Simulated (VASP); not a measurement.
Here is a VASP 6.6.1 calculation.

INCAR

```
PREC = Accurate
ENCUT = 600
EDIFF = 1E-7
ISMEAR = -1
SIGMA = 0.02
LREAL = False
LASPH = True
NELM = 80
ALGO = Normal
ISIF = 3
LWAVE = False
LCHARG = False
GGA = PE
IVDW = 13
IBRION = 2
NSW = 80
EDIFFG = -0.005
```

Contents of KPOINTS:

```
Automatic mesh
0
Gamma
  8 8 8
```

Contents of POSCAR:

```
WS2
1.0
    1.5787131230      0.9114704466      6.0412630743
   -1.5787131230      0.9114704466      6.0412630743
    0.0000000000     -1.8229408931      6.0412630743
W S
1 2
Direct
    0.0006539547      0.0006539547      0.0006539547
    0.2472508119      0.2472508119      0.2472508119
    0.4207952334      0.4207952334      0.4207952334
```

Potentials or basis: VASP PAW PBE potentials, release 64 (W_sv, S).

The run is started by

```sh
$ cat potpaw_PBE.64/W_sv/POTCAR potpaw_PBE.64/S/POTCAR > POTCAR
$ mpirun -np 1 vasp_std > vasp.out
```

(1) What does it give for the space group after relaxing (to 0.05 Å)?

(2) Estimate the dispersion energy per atom.

Results:

(1) R3m (No. 160).

(2) -0.449 eV.
